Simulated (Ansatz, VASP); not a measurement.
One calculation of Tl, two programs

INCAR

```
ALGO = Fast
EDIFF = 1E-6
ENCUT = 520
GGA = PS
ISIF = 2
ISMEAR = 0
LASPH = True
LCHARG = False
LREAL = False
LWAVE = False
NBANDS = 20
NELM = 80
PREC = Accurate
SIGMA = 0.15
```

File KPOINTS:

```
k-points
0
Gamma
  18 18 10
```

Contents of POSCAR:

```
Tl
1.0
    3.3177584223      0.0000000000      0.0000000000
   -1.6588792112      2.8732630773      0.0000000000
    0.0000000000      0.0000000000      5.5250000000
Tl
2
Direct
    0.3333333333      0.6666666667      0.2500000000
    0.6666666667      0.3333333333      0.7500000000
```

Input for Ansatz:

```yaml
crystal:
  lattice:
    - [3.3177584223, 0.0, 0.0]
    - [-1.6588792112, 2.8732630773, 0.0]
    - [0.0, 0.0, 5.525]
  atoms:
    - { symbol: Tl, position: [0.3333333333, 0.6666666667, 0.25] }
    - { symbol: Tl, position: [0.6666666667, 0.3333333333, 0.75] }
basis:
  ecutwfc: 420
kpoints:
  mp_grid: { grid: [18, 18, 10] }
hamiltonian:
  xc: pbesol
scf:
  occupations: { method: gaussian, width: 0.15 }
output:
  forces: true
  stress: true
  eigenvalues: true
```

Change from the starting cell: strain -0.040 along x and y, +0.000 along z, atoms carried along.

Alike in both runs: task single point; functional PBEsol; k mesh 18 × 18 × 10; occupations gaussian, width 0.15 eV; no spin polarisation.

|  | VASP | Ansatz |
| --- | --- | --- |
| version | VASP 6.6.1 | Ansatz 0.2.0 |
| potentials or method | VASP PAW PBE potentials, release 64 (Tl_d), cutoff 520 eV | scalar-relativistic, plane waves, PAW |
| valence electrons in the cell | 26 | 26 |

```csv
,VASP,Ansatz,Ansatz less VASP
gap on the k mesh at the Fermi level (eV),none,none,-
pressure (GPa),3.6,3.7,+0.05
"traceless stress, the component that is largest in VASP (GPa)",-0.98,-0.97,+0.004
```

VASP's potentials were made for PBE, not for PBEsol. A gap of «none» marks a metal or a gap that the smearing closes.

Spin-orbit coupling is off throughout.
